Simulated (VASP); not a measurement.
# H4C10Cl: single point with PBE

H4C10Cl, a slab with vacuum:

```
H C Cl
1.0
     5.04874    0.00000    0.00000
     0.00000    5.04874    0.00000
     0.00000    0.00000   17.16470
H C Cl
8 20 2
Direct
  0.42779 0.00000 0.05826
  0.07222 0.00000 0.05826
  0.92780 0.00000 0.05826
  0.57222 0.00000 0.05826
  0.42779 0.50001 0.05826
  0.07222 0.50001 0.05826
  0.92780 0.50001 0.05826
  0.57222 0.50001 0.05826
  0.25000 0.00000 0.09524
  0.75001 0.00000 0.09524
  0.25000 0.50001 0.09524
  0.75001 0.50001 0.09524
  0.25000 0.25000 0.14723
  0.75001 0.25000 0.14723
  0.25000 0.75001 0.14723
  0.75001 0.75001 0.14723
  0.01454 0.25107 0.19457
  0.50084 0.25634 0.19361
  0.99727 0.75750 0.20636
  0.50779 0.75627 0.20251
  0.01745 0.03215 0.25194
  0.49468 0.01842 0.24828
  0.00438 0.50543 0.25706
  0.48891 0.48786 0.24917
  0.26838 0.11781 0.28839
  0.76025 0.11464 0.28754
  0.24131 0.38406 0.29652
  0.74591 0.40580 0.29360
  0.07992 0.99453 0.54170
  0.41327 0.26525 0.54423
```

| Item | Value |
| --- | --- |
| Program | VASP 6.6.1 |
| Task | single point |
| Functional | PBE |
| Potentials or basis | VASP PAW PBE potentials, release 64 (H, C, Cl) |
| Cutoff | 520 eV |
| k mesh | 2 × 2 × 1 |
| Occupations | fermi-dirac, width 0.05 eV |
| Spin | no spin polarisation |

```yaml
Largest_force: 8.899 eV/Å
Band_gap_on_the_k_mesh: 0.18 eV (least direct gap 0.23 eV)
```

Forces in eV/Å, atoms in the order of the input:
```
H   -8.871 -0.036 -0.002
H    8.899 -0.022 -0.022
H   -8.874 -0.026  0.011
H    8.847 -0.097 -0.001
H   -8.888  0.058 -0.006
H    8.865  0.074 -0.028
H   -8.860  0.096 -0.018
H    8.836  0.098  0.019
C   -0.198 -0.282  0.978
C    0.088 -0.092  1.109
C   -0.164  0.249  1.052
C    0.236  0.065  1.182
C    1.172  0.473 -4.703
C    1.186  0.410 -3.434
C    0.079  0.328  0.345
C    0.395  0.379  0.765
C   -2.911  2.153 -1.000
C   -0.023 -0.244 -1.431
C    1.864  0.330 -0.605
C   -2.444 -0.989 -0.061
C   -2.269 -2.447  0.386
C    4.215  0.247  1.180
C   -1.646 -2.761 -0.306
C    1.996  0.083  2.598
C   -3.127 -0.585  2.576
C   -1.407  3.024  1.646
C    2.838  2.488 -1.225
C    0.166 -2.971 -1.018
Cl   1.234  0.993  0.039
Cl  -1.233 -0.996 -0.024
```

Levels at points of the mesh, in eV from the valence-band top:
| k point | band 47 | band 48 | band 49 | band 50 | band 51 | band 52 | band 53 | band 54 | band 55 | band 56 |
| --- | --- | --- | --- | --- | --- | --- | --- | --- | --- | --- |
| (0.00, 0.00, 0.00) | -1.81 | -1.68 | -0.64 | -0.42 | -0.11 | 0.39 | 0.97 | 2.08 | 2.52 | 3.78 |
| (0.50, 0.00, 0.00) | -2.39 | -1.95 | -1.76 | -0.92 | -0.56 | 0.18 | 1.61 | 1.86 | 3.66 | 3.70 |
| (0.00, 0.50, 0.00) | -1.87 | -1.42 | -0.42 | -0.25 | 0.00 | 0.23 | 0.89 | 1.62 | 3.37 | 3.47 |
| (0.50, 0.50, 0.00) | -3.02 | -1.98 | -1.44 | -0.68 | -0.27 | 0.36 | 1.47 | 1.72 | 4.23 | 4.36 |

It took 3 min on 1 thread of Intel(R) Xeon(R) 6975P-C (Granite Rapids), on a shared host, peak memory 0.47 GiB.

Caveat: the k points lie up to 0.62 Å⁻¹ apart.
